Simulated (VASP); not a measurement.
# Ba (Fd-3m) in VASP: a series of runs

Runs on Ba. Level: PBE. Tasks: single point.

Program: VASP 6.6.1. These are calculated values, not measurements. Logs are shortened: lines on timing, memory, paths and dates and some standing lists are left out, and cuts for length are marked.

## (1) The cell of the first run

Symmetry: Fd-3m, No. 227, cubic system. Conventional cell: a = 7.715 Å, b = 7.715 Å, c = 7.715 Å, α = 90.00°, β = 90.00°, γ = 90.00°. Within 4.4 Å of Ba (site symmetry -43m) lie 4 Ba at 3.34 Å.

This isn't the form of Ba at room conditions, which is bcc.

## (2) Single point, PBE

Input file INCAR:

```
PREC = Accurate ; ENCUT = 520
EDIFF = 1E-6 ; ISMEAR = -1
SIGMA = 0.1 ; LREAL = False
LASPH = True ; NELM = 100
ALGO = Normal ; ISIF = 2
LWAVE = False ; LCHARG = True
GGA = PE ; LELF = True
LVHAR = True ; NBANDS = 17
```

Input file KPOINTS:

```
Automatic mesh
0
Gamma
  6 6 6
```

Input file POSCAR:

```
Ba
1.0
    0.0000000000      3.8572767515      3.8572767515
    3.8572767515      0.0000000000      3.8572767515
    3.8572767515      3.8572767515      0.0000000000
Ba
2
Direct
    0.1250000000      0.1250000000      0.1250000000
    0.8750000000      0.8750000000      0.8750000000
```

Potentials or basis: VASP PAW PBE potentials, release 64 (Ba_sv).

The run is started by

```console
cat potpaw_PBE.64/Ba_sv/POTCAR > POTCAR
mpirun -np 1 vasp_std > vasp.out
```

OUTCAR:

```text
PREC = Accurate
   ENCUT = 520
   EDIFF = 1E-6
   ISMEAR = -1
   LREAL = False
   LASPH = True
   NELM = 100
   ISIF = 2
   GGA = PE

 ion  position               nearest neighbor table
   1  0.125  0.125  0.125-   2 3.34   2 3.34   2 3.34   2 3.34
   2  0.875  0.875  0.875-   1 3.34   1 3.34   1 3.34   1 3.34

  LATTYP: Found a face centered cubic cell.
 ALAT       =     7.7145535030

  Lattice vectors:

 A1 = (   0.0000000000,   3.8572767515,   3.8572767515)
 A2 = (   3.8572767515,   0.0000000000,   3.8572767515)
 A3 = (   3.8572767515,   3.8572767515,   0.0000000000)

Analysis of symmetry for initial positions (statically):
=====================================================================
 Subroutine PRICEL returns:
 Original cell was already a primitive cell.

 Routine SETGRP: Setting up the symmetry group for a
 face centered cubic supercell.

 Subroutine GETGRP returns: Found 48 space group operations
 (whereof 12 operations were pure point group operations)
 out of a pool of 48 trial point group operations.

The static configuration has the point symmetry D_3d.
 The point group associated with its full space group is O_h .

Analysis of symmetry for dynamics (positions and initial velocities):
=====================================================================
 Subroutine PRICEL returns:
 Original cell was already a primitive cell.

 Routine SETGRP: Setting up the symmetry group for a
 face centered cubic supercell.

 Subroutine GETGRP returns: Found 48 space group operations
 (whereof 12 operations were pure point group operations)
 out of a pool of 48 trial point group operations.

The dynamic configuration has the point symmetry D_3d.
 The point group associated with its full space group is O_h .

 Subroutine INISYM returns: Found 48 space group operations
 (whereof 12 operations are pure point group operations),
 and found     1 'primitive' translations

----------------------------------------------------------------------------------------

                                     Primitive cell

  volume of cell :     114.7816

  direct lattice vectors                    reciprocal lattice vectors
     0.000000000  3.857276752  3.857276752    -0.129625130  0.129625130  0.129625130
     3.857276752  0.000000000  3.857276752     0.129625130 -0.129625130  0.129625130
     3.857276752  3.857276752  0.000000000     0.129625130  0.129625130 -0.129625130

  length of vectors
     5.455013096  5.455013096  5.455013096     0.224517311  0.224517311  0.224517311

  position of ions in fractional coordinates (direct lattice)
     0.125000000  0.125000000  0.125000000
     0.875000000  0.875000000  0.875000000

  ion indices of the primitive-cell ions
   primitive index   ion index
                 1           1
                 2           2

----------------------------------------------------------------------------------------

 KPOINTS: Automatic mesh

Automatic generation of k-mesh.
 Grid dimensions read from file:
 generate k-points for:    6    6    6

 Generating k-lattice:

  Cartesian coordinates                     Fractional coordinates (reciprocal lattice)
    -0.021604188  0.021604188  0.021604188     0.166666667  0.000000000  0.000000000
     0.021604188 -0.021604188  0.021604188     0.000000000  0.166666667  0.000000000
     0.021604188  0.021604188 -0.021604188     0.000000000  0.000000000  0.166666667

  Length of vectors
     0.037419552  0.037419552  0.037419552

  Shift w.r.t. Gamma in fractional coordinates (k-lattice)
     0.000000000  0.000000000  0.000000000

 Subroutine IBZKPT returns following result:
 ===========================================

 Found     16 irreducible k-points:

 Following reciprocal coordinates:
            Coordinates               Weight
  0.000000  0.000000  0.000000      1.000000
  0.166667  0.000000  0.000000      8.000000
  0.333333  0.000000  0.000000      8.000000
  0.500000  0.000000  0.000000      4.000000
  0.166667  0.166667  0.000000      6.000000
  0.333333  0.166667  0.000000     24.000000
[... 8 lines left out ...]
 -0.333333  0.333333  0.166667     24.000000
 -0.333333  0.500000  0.166667     12.000000
   k-points           NKPTS =     16   k-points in BZ     NKDIM =     16   number of bands    NBANDS=     17
   number of dos      NEDOS =    301   number of ions     NIONS =      2
   total plane-waves  NPLWV =  74088
   dimension x,y,z NGX =    42 NGY =   42 NGZ =   42
   dimension x,y,z NGXF=    84 NGYF=   84 NGZF=   84
   ions per type =               2
   NGX,Y,Z   is equivalent  to a cutoff of  12.80, 12.80, 12.80 a.u.
   NGXF,Y,Z  is equivalent  to a cutoff of  25.60, 25.60, 25.60 a.u.
 SYSTEM =  unknown system
   PREC   = accura    normal or accurate (medium, high low for compatibility)
   ISTART =      0    job   : 0-new  1-cont  2-samecut
   ICHARG =      2    charge: 1-file 2-atom 10-const
   ISPIN  =      1    spin polarized calculation?
   LNONCOLLINEAR =      F non collinear calculations
   LSORBIT =      F    spin-orbit coupling
   LASPH  =      T    aspherical Exc in radial PAW
   ENCUT  =  520.0 eV  38.22 Ry    6.18 a.u.  10.14 10.14 10.14*2*pi/ulx,y,z
   NELM   =    100;   NELMIN=  2; NELMDL= -5     # of ELM steps
   EDIFF  = 0.1E-05   stopping-criterion for ELM
   LREAL  =      F    real-space projection
   EDIFFG = 0.1E-04   stopping-criterion for IOM
   NSW    =      0    number of steps for IOM
   IBRION =     -1    ionic relax: 0-MD 1-quasi-New 2-CG
   NFREE  =      0    steps in history (QN), initial steepest desc. (CG)
   ISIF   =      2    stress and relaxation
   ISYM   =      2    0-nonsym 1-usesym 2-fastsym
   POTIM  = 0.5000    time-step for ionic-motion
   TEBEG  =    0.0;   TEEND  =   0.0 temperature during run
   PSTRESS=    0.0 pullay stress
   NELECT =      20.0000    total number of electrons
   NUPDOWN=      -1.0000    fix difference up-down
   EMIN   =  10.00;   EMAX   =-10.00  energy-range for DOS
   EFERMI =   0.00;   METHOD = LEGACY
   ISMEAR =    -1;   SIGMA  =   0.10  broadening in eV -4-tet -1-fermi 0-gaus
   EFERMI_NEDOS =   21; number of points for ismear=-14 and -15
   IALGO  =     38    algorithm
   IMIX   =      4    mixing-type and parameters
     AMIX     =   0.40;   BMIX     =  1.00
     AMIX_MAG =   1.60;   BMIX_MAG =  1.00
  volume/ion in A,a.u.               =      57.39       387.29
  Fermi-wavevector in a.u.,A,eV,Ry     =   0.914381  1.727930 11.375740  0.836093
  Thomas-Fermi vector in A             =   2.039002
   LORBIT       =      0    0 simple, 1 ext, 2 COOP (PROOUT), +10 PAW based schemes
   GGA     = PE    functional components
   LHFCALC =     F    Hartree Fock is set to
   AEXX    =    0.0000 exact exchange contribution
   IVDW    =     0    specifies the selected vdW correction
   LEPSILON=     F    determine dielectric tensor
   LRPA    =     F    only Hartree local field effects (RPA)
 non-spin polarized calculation
  energy-cutoff  :      520.00
  volume of cell :      114.78
 maximum number of plane-waves:      3119
 NGX is ok and might be reduce to    42
   NGX = 21   NGY = 21   NGZ = 21

 number of electron      20.0000000 magnetization

 Free energy of the ion-electron system (eV)
  ---------------------------------------------------
  ext. energy  EPLUGINS =         0.00000000
  ---------------------------------------------------
  free energy    TOTEN  =        -1.87063936 eV

  energy without entropy =       -1.78297068  energy(sigma->0) =       -1.82680502

 E-fermi :   1.6661     XC(G=0):  -7.5852

 val. band max:        1.6026289732   @ k =  -0.3333   0.1667   0.0000
 cond. band min:       1.6835228153   @ k =  -0.3333   0.1667   0.0000
 fundamental gap:      0.0808938421
 Fermi energy:         1.6661121822

 k-point     1 :       0.0000    0.0000    0.0000
  band No.  band energies     occupation
      1     -27.7598      2.00000
      2     -27.0949      2.00000
      3     -13.2891      2.00000
      4     -13.2891      2.00000
      5     -13.2891      2.00000
      6     -12.1485      2.00000
[... 9 lines left out ...]
     16       4.5062      0.00000
     17       4.5062      0.00000

 k-point     2 :       0.1667    0.0000    0.0000
  band No.  band energies     occupation
      1     -27.7289      2.00000
      2     -27.1299      2.00000
      3     -13.3287      2.00000
      4     -13.3287      2.00000
      5     -13.2935      2.00000
      6     -12.1380      2.00000
[... 9 lines left out ...]
     16       4.4227      0.00000
     17       4.4227      0.00000

 k-point     3 :       0.3333    0.0000    0.0000
  band No.  band energies     occupation
      1     -27.6529      2.00000
      2     -27.2139      2.00000
      3     -13.3997      2.00000
      4     -13.3997      2.00000
      5     -13.3082      2.00000
      6     -12.1082      2.00000
[... 9 lines left out ...]
     16       4.9236      0.00000
     17       4.9236      0.00000

 k-point     4 :       0.5000    0.0000    0.0000
  band No.  band energies     occupation
      1     -27.6012      2.00000
      2     -27.2696      2.00000
      3     -13.4321      2.00000
      4     -13.4321      2.00000
      5     -13.3181      2.00000
      6     -12.0890      2.00000
[... 9 lines left out ...]
     16       5.5820      0.00000
     17       5.5823      0.00000
[... 183 lines left out ...]
      1     -27.5797      2.00000
      2     -27.2924      2.00000
      3     -13.5617      2.00000
      4     -13.4915      2.00000
      5     -13.0240      2.00000
      6     -12.4011      2.00000
[... 9 lines left out ...]
     16       4.6741      0.00000
     17       4.8873      0.00000

 k-point    15 :      -0.3333    0.3333    0.1667
  band No.  band energies     occupation
      1     -27.5203      2.00000
      2     -27.3545      2.00000
      3     -13.5991      2.00000
      4     -13.5239      2.00000
      5     -12.9396      2.00000
      6     -12.4747      2.00000
[... 9 lines left out ...]
     16       4.4022      0.00000
     17       4.9232      0.00000

 k-point    16 :      -0.3333    0.5000    0.1667
  band No.  band energies     occupation
      1     -27.4381      2.00000
      2     -27.4381      2.00000
      3     -13.5840      2.00000
      4     -13.5840      2.00000
      5     -12.7133      2.00000
      6     -12.7133      2.00000
[... 9 lines left out ...]
     16       3.8953      0.00000
     17       5.9558      0.00000

------------------------ aborting loop because EDIFF is reached ----------------------------------------

  FORCE on cell =-STRESS in cart. coord.  units (eV):
  Direction    XX          YY          ZZ          XY          YZ          ZX
  --------------------------------------------------------------------------------------
  -------------------------------------------------------------------------------------
  Total        0.2614328      0.2614328      0.2614328      0.0000000      0.0000000     -0.0000000
  in kB        3.6492044      3.6492044      3.6492044      0.0000000      0.0000000     -0.0000000
  external PRESSURE =       3.6492044 kB  Pullay stress =       0.0000000 kB

 VOLUME and BASIS-vectors are now :
 -----------------------------------------------------------------------------
  energy-cutoff  :      520.00
  volume of cell :      114.78
      direct lattice vectors                 reciprocal lattice vectors
     0.000000000  3.857276752  3.857276752    -0.129625130  0.129625130  0.129625130
     3.857276752  0.000000000  3.857276752     0.129625130 -0.129625130  0.129625130
     3.857276752  3.857276752  0.000000000     0.129625130  0.129625130 -0.129625130

 POSITION                                       TOTAL-FORCE (eV/Angst)
 -----------------------------------------------------------------------------------
      0.96432      0.96432      0.96432         0.000000      0.000000      0.000000
      6.75023      6.75023      6.75023        -0.000000     -0.000000     -0.000000
 -----------------------------------------------------------------------------------
    total drift:                               -0.000000      0.000000      0.000000

  FREE ENERGIE OF THE ION-ELECTRON SYSTEM (eV)
  ---------------------------------------------------
  free  energy   TOTEN  =        -1.8706393613 eV

  energy  without entropy=       -1.7829706834  energy(sigma->0) =       -1.82680502
```

Run time: 69 s. Hardware: 1 thread of Intel Xeon 8259CL, shared host; peak memory 0.22 GiB.

What came out:

```yaml
Free_energy: -1.8706 eV
Pressure: 0.4 GPa
Band_gap_on_the_k_mesh: zero (bands 10 and 11 overlap by 0.15 eV)
```

Levels at points of the mesh, in eV from the Fermi level:
```
           k point  band 8  band 9  band 10  band 11  band 12  band 13
(0.00, 0.00, 0.00)  -13.81   -2.12     0.16     0.16     1.25     1.25
(0.50, 0.00, 0.00)  -13.64   -0.27    -0.20     0.24     0.24     0.99
(0.50, 0.50, 0.00)  -13.45   -0.70    -0.70     1.03     1.03     1.60
```

Caveat: spin-orbit coupling is left out, which moves the levels of the heavy elements.

## (3) Single point, PBE (50.50 Å³/atom)

This run uses another cell than the first one, of 50.50 Å³/atom.

Input file INCAR:

```
  ALGO = Normal
  EDIFF = 1E-7
  ENCUT = 520
  GGA = PE
  ISIF = 2
  ISMEAR = -1
  LASPH = T
  LCHARG = T
  LELF = T
  LREAL = F
  LVHAR = T
  LWAVE = F
  NBANDS = 17
  NELM = 60
  PREC = Accurate
  SIGMA = 0.1
```

Input file KPOINTS:

```
k-points
0
Gamma
  8 8 8
```

Input file POSCAR:

```
Ba
1.0
    0.0000000000      3.6963664843      3.6963664843
    3.6963664843      0.0000000000      3.6963664843
    3.6963664843      3.6963664843      0.0000000000
Ba
2
Direct
    0.1250000000      0.1250000000      0.1250000000
    0.8750000000      0.8750000000      0.8750000000
```

Potentials or basis: VASP PAW PBE potentials, release 64 (Ba_sv).

The run is started by

```console
cat potpaw_PBE.64/Ba_sv/POTCAR > POTCAR
mpirun -np 1 vasp_std > vasp.out
```

Wall time 1.7 min (1 thread of Intel Xeon 8259CL, shared host); peak memory 0.21 GiB.

Results (log left out):

```yaml
Free_energy: -1.7798 eV
Pressure: 2.2 GPa
Band_gap_on_the_k_mesh: zero (bands 10 and 11 overlap by 0.17 eV)
```

Levels at points of the mesh, in eV from the Fermi level:
```
           k point  band 6  band 7  band 8  band 9  band 10  band 11  band 12  band 13  band 14  band 15
(0.00, 0.00, 0.00)  -13.50  -13.50  -13.50   -2.03     0.14     0.14     1.51     1.51     1.51     3.40
(0.50, 0.00, 0.00)  -13.37  -13.25  -13.25   -0.21     0.03     0.26     0.26     1.12     1.12     2.51
(0.50, 0.50, 0.00)  -14.23  -12.98  -12.98   -0.79    -0.79     1.14     1.14     2.30     2.30     2.48
```

Caveat: spin-orbit coupling is left out, which moves the levels of the heavy elements.

## (4) Single point, PBE (52.80 Å³/atom)

This run uses another cell than the first one, of 52.80 Å³/atom.

Input file INCAR:

```
  PREC = Accurate
  ENCUT = 520
  EDIFF = 1E-6
  ISMEAR = -1
  SIGMA = 0.1
  LREAL = F
  LASPH = T
  NELM = 100
  ALGO = Normal
  ISIF = 2
  LWAVE = F
  LCHARG = F
  GGA = PE
  NBANDS = 17
```

Input file KPOINTS:

```
regular mesh
0
Gamma
  8 8 8
```

Input file POSCAR:

```
Ba
1.0
    0.0000000000      3.7515442681      3.7515442681
    3.7515442681      0.0000000000      3.7515442681
    3.7515442681      3.7515442681      0.0000000000
Ba
2
Direct
    0.1250000000      0.1250000000      0.1250000000
    0.8750000000      0.8750000000      0.8750000000
```

The run is started by

```console
cat potpaw_PBE.64/Ba_sv/POTCAR > POTCAR
mpirun -np 1 vasp_std > vasp.out
```

Wall time 93 s (1 thread of Intel Xeon 8259CL, shared host); peak memory 0.22 GiB.

Results (log left out):

- Free energy: -1.8302 eV
- Pressure: 1.4 GPa
- Band gap on the k mesh: zero (bands 10 and 11 overlap by 0.16 eV)

Levels at points of the mesh, in eV from the Fermi level:
| k point | band 6 | band 7 | band 8 | band 9 | band 10 | band 11 | band 12 | band 13 | band 14 | band 15 |
| --- | --- | --- | --- | --- | --- | --- | --- | --- | --- | --- |
| (0.00, 0.00, 0.00) | -13.62 | -13.62 | -13.62 | -2.07 | 0.15 | 0.15 | 1.42 | 1.42 | 1.42 | 3.19 |
| (0.50, 0.00, 0.00) | -13.51 | -13.39 | -13.39 | -0.21 | -0.08 | 0.25 | 0.25 | 1.07 | 1.07 | 2.30 |
| (0.50, 0.50, 0.00) | -14.29 | -13.15 | -13.15 | -0.76 | -0.76 | 1.10 | 1.10 | 2.04 | 2.04 | 2.39 |

Caveat: spin-orbit coupling is left out, which moves the levels of the heavy elements.

## (5) Summary

| cell | k mesh | gap on the mesh (eV) | pressure (GPa) |
| --- | --- | --- | --- |
| a = 5.455 Å, angles 60.0°, 2 atoms | 6 × 6 × 6 | none | 0.4 |
| a = 5.227 Å, angles 60.0°, 2 atoms | 8 × 8 × 8 | none | 2.2 |
| a = 5.305 Å, angles 60.0°, 2 atoms | 8 × 8 × 8 | none | 1.4 |

Alike in all rows: task single point; level PBE; potentials or basis VASP PAW PBE potentials, release 64 (Ba_sv); no spin polarisation; cutoff (eV) 520; smearing fermi-dirac 0.1 eV.

Caveats: spin-orbit coupling is left out, which moves the levels of the heavy elements.

Absolute energies hang on the potentials; compare differences alone.

The gap in the log of VASP goes by the Fermi energy; the results here count the filled bands.